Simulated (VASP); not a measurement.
Write the native input for VASP 6.6.1 that does the following.

| Item | Value |
| --- | --- |
| Task | single point |
| Functional | LDA |
| Potentials or basis | VASP PAW LDA potentials, release 64 (B) |
| Cutoff | 520 eV |
| k mesh | 24 × 24 × 3 |
| Occupations | fermi-dirac, width 0.1 eV |
| Spin | no spin polarisation |
| Dipole correction | no |
| Further INCAR settings | ALGO = Normal; EDIFF = 1e-07; NBANDS = 14 |

The structure of B lies in POSCAR:

```
B
1.0
    1.6497275875      0.0000000000      0.0000000000
   -0.8248637938      1.4287060001      0.0000000000
    0.0000000000      0.0000000000     13.4921291305
B
4
Direct
    0.0000000000      1.0000000000      0.0000000000
    0.0000000000      0.0000000000      0.5000000000
    0.3333333333      0.6666666667      0.2500000000
    0.6666666667      0.3333333333      0.7500000000
```

This cell differs from its parent crystal: volume scaled by 0.92.

One way to write it, as run:

INCAR

```
ALGO = Normal ; EDIFF = 1E-7
ENCUT = 520 ; ISIF = 2
ISMEAR = -1 ; LASPH = T
LCHARG = F ; LREAL = F
LWAVE = F ; NBANDS = 14
NELM = 100 ; PREC = Accurate
SIGMA = 0.1
```

KPOINTS

```
k-points
0
Gamma
  24 24 3
```

Potentials or basis: VASP PAW LDA potentials, release 64 (B).

Run with:

```bash
$ cat potpaw_LDA.64/B/POTCAR > POTCAR
$ mpirun -np 1 vasp_std > vasp.out
```

It gave:

The pressure is 18.9 GPa and the band gap on the k mesh is zero (band 6 reaches 10.20 eV, above the bottom of band 7 at -1.92 eV).

Wall time 21 s on 1 thread of AMD EPYC 9R45 96-Core Processor (Zen 5), with other jobs on the host, peak memory 0.12 GiB.
